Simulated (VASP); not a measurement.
# Ta (P4/mmm) in VASP: single point with PBEsol

Aim: the single point of Ta with PBEsol.

Everything below comes from runs of VASP 6.6.1. Logs are shortened: lines on timing, memory, paths and dates and some standing lists are left out, and cuts for length are marked.

## 1. The cell of the first run

The structure is tetragonal, space group P4/mmm (No. 123). The conventional cell has a = 3.053 Å, b = 3.053 Å, c = 3.389 Å, α = 90.00°, β = 90.00°, γ = 90.00°. Within 4.0 Å of Ta (site symmetry 4/mmm) lie 6 Ta at 3.05 to 3.39 Å.

## 2. Single point, PBEsol

The input, INCAR:

```
SYSTEM = Ta
ALGO     = Normal         ! electronic algorithm
EDIFF    = 1E-6           ! SCF threshold, eV
ENCUT    = 520            ! plane-wave cutoff, eV
GGA      = PS             ! functional
ISIF     = 2              ! what is computed and relaxed
ISMEAR   = 1              ! smearing method
LASPH    = .TRUE.         ! aspherical terms in the spheres
LCHARG   = .FALSE.        ! write CHGCAR
LREAL    = .FALSE.        ! projectors in reciprocal space
LWAVE    = .FALSE.        ! write WAVECAR
NBANDS   = 12             ! bands
NELM     = 60             ! most SCF steps
PREC     = Accurate       ! precision mode
SIGMA    = 0.15           ! smearing width, eV
```

The input, KPOINTS:

```
k-points
0
G
  9 9 9
  0 0 0
```

The input, POSCAR:

```
Ta
1.0
    3.0530000000      0.0000000000      0.0000000000
    0.0000000000      3.0530000000      0.0000000000
    0.0000000000      0.0000000000      3.3890000000
Ta
1
Direct
    0.5000000000      0.5000000000      0.5000000000
```

Potentials or basis: VASP PAW PBE potentials, release 64 (Ta_pv).

On the command line:

```
$ cat potpaw_PBE.64/Ta_pv/POTCAR > POTCAR
$ mpirun -np 1 vasp_std > vasp.out
```

OUTCAR:

```text
SYSTEM = Ta
   EDIFF = 1E-6
   ENCUT = 520
   GGA = PS
   ISIF = 2
   ISMEAR = 1
   LASPH = .TRUE.
   LREAL = .FALSE.
   NELM = 60
   PREC = Accurate

 ion  position               nearest neighbor table
   1  0.500  0.500  0.500-

  LATTYP: Found a simple tetragonal cell.
 ALAT       =     3.0530000000
 C/A-ratio  =     1.1100556829

  Lattice vectors:

 A1 = (   3.0530000000,   0.0000000000,   0.0000000000)
 A2 = (   0.0000000000,   3.0530000000,   0.0000000000)
 A3 = (   0.0000000000,   0.0000000000,   3.3890000000)

Analysis of symmetry for initial positions (statically):
=====================================================================
 Subroutine PRICEL returns:
 Original cell was already a primitive cell.

 Routine SETGRP: Setting up the symmetry group for a
 simple tetragonal supercell.

 Subroutine GETGRP returns: Found 16 space group operations
 (whereof 16 operations were pure point group operations)
 out of a pool of 16 trial point group operations.

The static configuration has the point symmetry D_4h.

Analysis of symmetry for dynamics (positions and initial velocities):
=====================================================================
 Subroutine PRICEL returns:
 Original cell was already a primitive cell.

 Routine SETGRP: Setting up the symmetry group for a
 simple tetragonal supercell.

 Subroutine GETGRP returns: Found 16 space group operations
 (whereof 16 operations were pure point group operations)
 out of a pool of 16 trial point group operations.

The dynamic configuration has the point symmetry D_4h.

 Subroutine INISYM returns: Found 16 space group operations
 (whereof 16 operations are pure point group operations),
 and found     1 'primitive' translations

----------------------------------------------------------------------------------------

                                     Primitive cell

  volume of cell :      31.5882

  direct lattice vectors                    reciprocal lattice vectors
     3.053000000  0.000000000  0.000000000     0.327546675  0.000000000  0.000000000
     0.000000000  3.053000000  0.000000000     0.000000000  0.327546675  0.000000000
     0.000000000  0.000000000  3.389000000     0.000000000  0.000000000  0.295072293

  length of vectors
     3.053000000  3.053000000  3.389000000     0.327546675  0.327546675  0.295072293

  position of ions in fractional coordinates (direct lattice)
     0.500000000  0.500000000  0.500000000

[... 82 lines left out ...]
   ISYM   =      2    0-nonsym 1-usesym 2-fastsym
   POTIM  = 0.5000    time-step for ionic-motion
   TEBEG  =    0.0;   TEEND  =   0.0 temperature during run
   PSTRESS=    0.0 pullay stress
   NELECT =      11.0000    total number of electrons
   NUPDOWN=      -1.0000    fix difference up-down
   EMIN   =  10.00;   EMAX   =-10.00  energy-range for DOS
   EFERMI =   0.00;   METHOD = LEGACY
   ISMEAR =     1;   SIGMA  =   0.15  broadening in eV -4-tet -1-fermi 0-gaus
   EFERMI_NEDOS =   21; number of points for ismear=-14 and -15
   IALGO  =     38    algorithm
   IMIX   =      4    mixing-type and parameters
     AMIX     =   0.40;   BMIX     =  1.00
     AMIX_MAG =   1.60;   BMIX_MAG =  1.00
  volume/ion in A,a.u.               =      31.59       213.17
  Fermi-wavevector in a.u.,A,eV,Ry     =   1.151765  2.176521 18.048990  1.326563
  Thomas-Fermi vector in A             =   2.288421
   LORBIT       =      0    0 simple, 1 ext, 2 COOP (PROOUT), +10 PAW based schemes
   GGA     = PS    functional components
   LHFCALC =     F    Hartree Fock is set to
   AEXX    =    0.0000 exact exchange contribution
   IVDW    =     0    specifies the selected vdW correction
   LEPSILON=     F    determine dielectric tensor
   LRPA    =     F    only Hartree local field effects (RPA)
 non-spin polarized calculation
 Methfessel and Paxton  Order N= 1 SIGMA  =   0.15
  energy-cutoff  :      520.00
  volume of cell :       31.59
 maximum number of plane-waves:       864
 NGX is ok and might be reduce to    24
   NGX = 11   NGY = 11   NGZ = 13

 number of electron      11.0000000 magnetization

 Free energy of the ion-electron system (eV)
  ---------------------------------------------------
  ext. energy  EPLUGINS =         0.00000000
  ---------------------------------------------------
  free energy    TOTEN  =        -9.81511275 eV

  energy without entropy =       -9.81542851  energy(sigma->0) =       -9.81521801

 E-fermi :   1.6625     XC(G=0):  -9.9711

 val. band max:        1.6511279253   @ k =   0.4444   0.2222   0.2222
 cond. band min:       1.6841536355   @ k =   0.3333   0.3333   0.3333
 fundamental gap:      0.0330257101
 Fermi energy:         1.6624704802

 k-point     1 :       0.0000    0.0000    0.0000
  band No.  band energies     occupation
      1     -33.1778      2.00000
      2     -32.9283      2.00000
      3     -32.9283      2.00000
      4      -4.0977      2.00000
      5       0.0093      2.00000
      6       0.2069      2.00000
      7       4.9530      0.00000
      8       4.9530      0.00000
      9       5.5913      0.00000
     10      10.5374      0.00000
     11      13.5635      0.00000
     12      13.5635      0.00000
[... 331 lines left out ...]
 k-point    24 :       0.4444    0.1111    0.1111
  band No.  band energies     occupation
      1     -33.3145      2.00000
      2     -33.1535      2.00000
      3     -32.9414      2.00000
      4      -0.8607      2.00000
      5       1.0901      2.00000
      6       1.2396      2.00050
      7       2.4546     -0.00000
      8       3.9971     -0.00000
      9       4.6936      0.00000
     10       8.0586      0.00000
     11      13.4757      0.00000
     12      14.4862      0.00000

 [... further k-points ...]

------------------------ aborting loop because EDIFF is reached ----------------------------------------

  FORCE on cell =-STRESS in cart. coord.  units (eV):
  Direction    XX          YY          ZZ          XY          YZ          ZX
  --------------------------------------------------------------------------------------
  -------------------------------------------------------------------------------------
  Total       -5.2763850     -5.2763850     -5.8052674      0.0000000      0.0000000      0.0000000
  in kB     -267.6220439   -267.6220439   -294.4473395      0.0000000      0.0000000      0.0000000
  external PRESSURE =    -276.5638091 kB  Pullay stress =       0.0000000 kB

 VOLUME and BASIS-vectors are now :
 -----------------------------------------------------------------------------
  energy-cutoff  :      520.00
  volume of cell :       31.59
      direct lattice vectors                 reciprocal lattice vectors
     3.053000000  0.000000000  0.000000000     0.327546675  0.000000000  0.000000000
     0.000000000  3.053000000  0.000000000     0.000000000  0.327546675  0.000000000
     0.000000000  0.000000000  3.389000000     0.000000000  0.000000000  0.295072293

 POSITION                                       TOTAL-FORCE (eV/Angst)
 -----------------------------------------------------------------------------------
      1.52650      1.52650      1.69450         0.000000      0.000000      0.000000
 -----------------------------------------------------------------------------------
    total drift:                                0.000000     -0.000000     -0.000000

  FREE ENERGIE OF THE ION-ELECTRON SYSTEM (eV)
  ---------------------------------------------------
  free  energy   TOTEN  =        -9.8151127541 eV

  energy  without entropy=       -9.8154285114  energy(sigma->0) =       -9.81521801
```

OSZICAR:

```text
N       E                     dE             d eps       ncg     rms          rms(c)
DAV:   1     0.593669994402E+02    0.59367E+02   -0.61950E+03  1808   0.801E+02
DAV:   2    -0.931000616619E+01   -0.68677E+02   -0.66931E+02  2096   0.218E+02
DAV:   3    -0.105243681178E+02   -0.12144E+01   -0.11962E+01  2100   0.276E+01
DAV:   4    -0.105317943734E+02   -0.74263E-02   -0.74164E-02  2024   0.241E+00
DAV:   5    -0.105318699777E+02   -0.75604E-04   -0.75603E-04  2124   0.232E-01    0.644E+00
DAV:   6    -0.993100598337E+01    0.60086E+00   -0.70452E-01  1904   0.692E+00    0.245E+00
DAV:   7    -0.981658966349E+01    0.11442E+00   -0.32126E-01  2080   0.430E+00    0.571E-01
DAV:   8    -0.981529703687E+01    0.12926E-02   -0.10675E-02  2084   0.836E-01    0.174E-01
DAV:   9    -0.981512975544E+01    0.16728E-03   -0.84345E-04  2096   0.234E-01    0.502E-02
DAV:  10    -0.981511441512E+01    0.15340E-04   -0.82077E-05  2072   0.629E-02    0.947E-03
DAV:  11    -0.981511335861E+01    0.10565E-05   -0.17358E-06  2004   0.106E-02    0.574E-03
DAV:  12    -0.981511275406E+01    0.60455E-06   -0.20387E-06  1916   0.985E-03
   1 F= -.98151128E+01 E0= -.98152180E+01  d E =0.315757E-03
```

stdout:

```text
POSCAR found type information on POSCAR Ta
 POSCAR found :  1 types and       1 ions
 scaLAPACK will be used
 -----------------------------------------------------------------------------
|                                                                             |
|                                                                             |
|     You enforced a specific xc type in the INCAR file but a different       |
|     I HOPE YOU KNOW WHAT YOU ARE DOING!                                     |
|                                                                             |
 -----------------------------------------------------------------------------

 LDA part: xc-table for (Slater+PW92), standard interpolation
 POSCAR, INCAR and KPOINTS ok, starting setup
 FFT: planning ... GRIDC
 FFT: planning ... GRID_SOFT
 FFT: planning ... GRID
 WAVECAR not read
 entering main loop
```

Wall time 13 s (1 thread of Intel Xeon Platinum 8259CL at 2.50GHz (Skylake/Cascade Lake), shared host); peak memory 0.16 GiB.

What came out:

- Free energy: -9.8151 eV
- Pressure: -27.7 GPa

Caveat: the PAW data sets were made with another functional, which shifts forces and pressure a little; spin-orbit coupling is left out, which moves the levels of the heavy elements.
